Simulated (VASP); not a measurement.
Here is a VASP 6.6.1 calculation.

INCAR

```
  PREC = Accurate
  ENCUT = 520
  EDIFF = 1E-7
  ISMEAR = 0
  SIGMA = 0.1
  LREAL = False
  LASPH = True
  NELM = 150
  ALGO = Normal
  ISIF = 2
  LWAVE = False
  LCHARG = False
  ISPIN = 2
  MAGMOM = 0 0 0 0 0 1
  LORBIT = 11
  GGA = PE
  NBANDS = 25
```

File KPOINTS:

```
Automatic mesh
0
Gamma
  6 6 4
```

The input POSCAR:

```
Mg3S2O
1.0
    4.5341261500      0.0000000000      0.0000000000
   -2.2670630700      3.9266684300      0.0000000000
    0.0000000000      0.0000000000      7.4067125700
Mg S O
3 2 1
Direct
    0.0000000000      0.0000000000      0.0000000000
    0.3333333300      0.6666666700      0.0000000000
    0.6666666700      0.3333333300      0.0000000000
    0.3333333300      0.6666666700      0.5000000000
    0.6666666700      0.3333333300      0.5000000000
    0.0000000000      0.0000000000      0.5000000000
```

Potentials or basis: VASP PAW PBE potentials, release 64 (Mg, S, O).

Command:

```bash
$ cat potpaw_PBE.64/Mg/POTCAR potpaw_PBE.64/S/POTCAR potpaw_PBE.64/O/POTCAR > POTCAR
$ mpirun -np 1 vasp_std > vasp.out
```

(1) Estimate the net moment.

(2) Predict the pressure.

(3) What does it give for the band gap on the k mesh?

Results:

(1) 0.00 μB per cell.

(2) 3.7 GPa.

(3) zero (filled and empty bands overlap).

Caveat: the stress differs along the axes, from -9 to 10 GPa.
